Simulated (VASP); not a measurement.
Set up this calculation in VASP 6.6.1, as the native input.

```yaml
Task: single point
Functional: PBE
Potentials_or_basis: VASP PAW PBE potentials, release 64 (In_d, As)
Cutoff: 520 eV
k_mesh: 6 × 6 × 4
Occupations: gaussian, width 0.1 eV
Spin: no spin polarisation
Dipole_correction: no
Further_INCAR_settings: ALGO = Normal; EDIFF = 1e-06; NBANDS = 16
```

The structure of InAs lies in POSCAR:

```
InAs
1.0
    3.7896826600      0.0000000000      0.0000000000
   -1.8948413300      3.2819614500      0.0000000000
    0.0000000000      0.0000000000      4.1307582200
In As
1 1
Direct
    0.0000000000      0.0000000000      0.0000000000
    0.0000000000      0.0000000000      0.5000000000
```

These files were run (other wordings do the same):

INCAR

```
PREC = Accurate
ENCUT = 520
EDIFF = 1E-6
ISMEAR = 0
SIGMA = 0.1
LREAL = F
LASPH = T
NELM = 60
ALGO = Normal
ISIF = 2
LWAVE = F
LCHARG = T
GGA = PE
LELF = T
LVHAR = T
NBANDS = 16
```

KPOINTS

```
regular mesh
0
Gamma
  6 6 4
```

Potentials or basis: VASP PAW PBE potentials, release 64 (In_d, As).

The run is started by

```sh
$ cat potpaw_PBE.64/In_d/POTCAR potpaw_PBE.64/As/POTCAR > POTCAR
$ mpirun -np 1 vasp_std > vasp.out
```

Results of the run:

* Pressure: 38.1 GPa
* Band gap on the k mesh: zero (band 9 reaches 6.65 eV, above the bottom of band 10 at 4.67 eV)

Caveat: the k points lie up to 0.38 Å⁻¹ apart; spin-orbit coupling is left out, which moves the levels of the heavy elements.

Wall time 14 s on 1 thread of Intel(R) Xeon(R) Platinum 8259CL CPU @ 2.50GHz (Skylake/Cascade Lake), with other jobs on the host, peak memory 0.16 GiB.
